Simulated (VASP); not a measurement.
Crystal: ZnS.

```
CELL_PARAMETERS angstrom
3.81100 0.00000 0.00000
-1.90550 3.30042 0.00000
0.00000 0.00000 6.23400
ATOMIC_POSITIONS crystal
Zn 0.33333 0.66667 0.00000
Zn 0.66667 0.33333 0.50000
S 0.33333 0.66667 0.38500
S 0.66667 0.33333 0.88500
```

| Property | Result |
| --- | --- |
| Program | VASP 6.6.1 |
| Task | relaxation of cell and atoms |
| Functional | PBE |
| Potentials or basis | VASP PAW PBE potentials, release 64 (Zn, S) |
| Cutoff | 500 eV |
| k mesh | 6 × 6 × 4 |
| Occupations | gaussian, width 0.05 eV |
| Spin | no spin polarisation |

At the start: pressure 2.5 GPa; volume 19.60 Å³/atom.

**Question.** Where does the relaxation end?

**Answer.** Over 7 steps the energy falls by 9.8 meV/atom and the volume is 20.22 Å³/atom (+3.1 %); space group P6_3mc (No. 186, to 0.1 Å) before and after.

The path:
| step | energy change (eV) | largest force (eV/Å) | pressure (GPa) | volume (Å³) |
| --- | --- | --- | --- | --- |
| 1 | 0.0000 | 0.3239 | 2.50 | 78.41 |
| 2 | -0.0317 | 0.0913 | -0.82 | 81.93 |
| 3 | -0.0332 | 0.1295 | -0.26 | 81.30 |
| 4 | -0.0331 | 0.1258 | -0.34 | 81.36 |
| 5 | -0.0364 | 0.0669 | -0.14 | 81.10 |
| 6 | -0.0378 | 0.0015 | 0.08 | 80.84 |
| 7 | -0.0392 | 0.0126 | 0.02 | 80.88 |

Final structure:
```
Zn S
1.0
     3.85166    0.00000    0.00000
    -1.92583    3.33563    0.00000
     0.00000    0.00000    6.29519
Zn S
2 2
Direct
  0.33333 0.66667 0.00478
  0.66667 0.33333 0.50478
  0.33333 0.66667 0.38022
  0.66667 0.33333 0.88022
```
